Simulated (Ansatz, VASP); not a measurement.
## Two plane-wave programs on Cs2LiScF6

The input INCAR:

```
PREC = Accurate ; ENCUT = 520
EDIFF = 1E-7 ; ISMEAR = 0
SIGMA = 0.05 ; LREAL = False
LASPH = True ; NELM = 80
ALGO = Normal ; ISIF = 2
LWAVE = False ; LCHARG = True
GGA = PS ; LELF = True
LVHAR = True ; NBANDS = 48
```

File KPOINTS:

```
Automatic mesh
0
Gamma
  6 6 6
```

POSCAR

```
Cs2LiScF6
1.0
    0.0000000000      4.2963951983      4.2963951983
    4.2963951983      0.0000000000      4.2963951983
    4.2963951983      4.2963951983      0.0000000000
Cs Li Sc F
2 1 1 6
Direct
    0.7500000000      0.7500000000      0.7500000000
    0.2500000000      0.2500000000      0.2500000000
    0.5000000000      0.5000000000      0.5000000000
    0.0000000000      0.0000000000      0.0000000000
    0.7631804069      0.2368195931      0.2368195931
    0.2368195931      0.2368195931      0.7631804069
    0.2368195931      0.7631804069      0.7631804069
    0.2368195931      0.7631804069      0.2368195931
    0.7631804069      0.2368195931      0.7631804069
    0.7631804069      0.7631804069      0.2368195931
```

Input for Ansatz:

```yaml
crystal:
  lattice:
    - [0.0, 4.2963952662, 4.2963952662]
    - [4.2963952662, 0.0, 4.2963952662]
    - [4.2963952662, 4.2963952662, 0.0]
  atoms:
    - { symbol: Cs, position: [0.75, 0.75, 0.75] }
    - { symbol: Cs, position: [0.25, 0.25, 0.25] }
    - { symbol: Li, position: [0.5, 0.5, 0.5] }
    - { symbol: Sc, position: [0.0, 0.0, 0.0] }
    - { symbol: F, position: [0.7631804045, 0.2368195955, 0.2368195955] }
    - { symbol: F, position: [0.2368195955, 0.2368195955, 0.7631804045] }
    - { symbol: F, position: [0.2368195955, 0.7631804045, 0.7631804045] }
    - { symbol: F, position: [0.2368195955, 0.7631804045, 0.2368195955] }
    - { symbol: F, position: [0.7631804045, 0.2368195955, 0.7631804045] }
    - { symbol: F, position: [0.7631804045, 0.7631804045, 0.2368195955] }
basis:
  ecutwfc: 420
kpoints:
  mp_grid: { grid: [6, 6, 6] }
hamiltonian:
  xc: pbesol
scf:
  occupations: { method: gaussian, width: 0.05 }
output:
  forces: true
  stress: true
  eigenvalues: true
  write_density: true
  write_potential: true
  elf: true
  volumetric_format: npy
```

Alike in both runs: task single point; functional PBEsol; k mesh 6 × 6 × 6; occupations gaussian, width 0.05 eV; no spin polarisation.

|  | VASP | Ansatz |
| --- | --- | --- |
| version | VASP 6.6.1 | Ansatz 0.2.0 |
| potentials or method | VASP PAW PBE potentials, release 64 (Cs_sv, Li_sv, Sc_sv, F), cutoff 520 eV | scalar-relativistic, plane waves, PAW |
| valence electrons in the cell | 74 | 74 |

Ansatz gave:

- gap on the k mesh at the Fermi level (eV): 6.80
- least direct gap on the mesh (eV): 6.81
- rms of the force components (eV/Å): 0.000

**Question.** Which values does VASP return?

**Answer.** gap on the k mesh at the Fermi level (eV): 6.77; least direct gap on the mesh (eV): 6.78; rms of the force components (eV/Å): 0.036.

VASP's potentials were made for PBE, not for PBEsol. Atom by atom the forces differ by 0.036 eV/Å (rms over components).

Neither program's run includes spin-orbit coupling. Noted on VASP's run: the cutoff is under 1.25 times that of the potentials, so the pressure is a little rough.
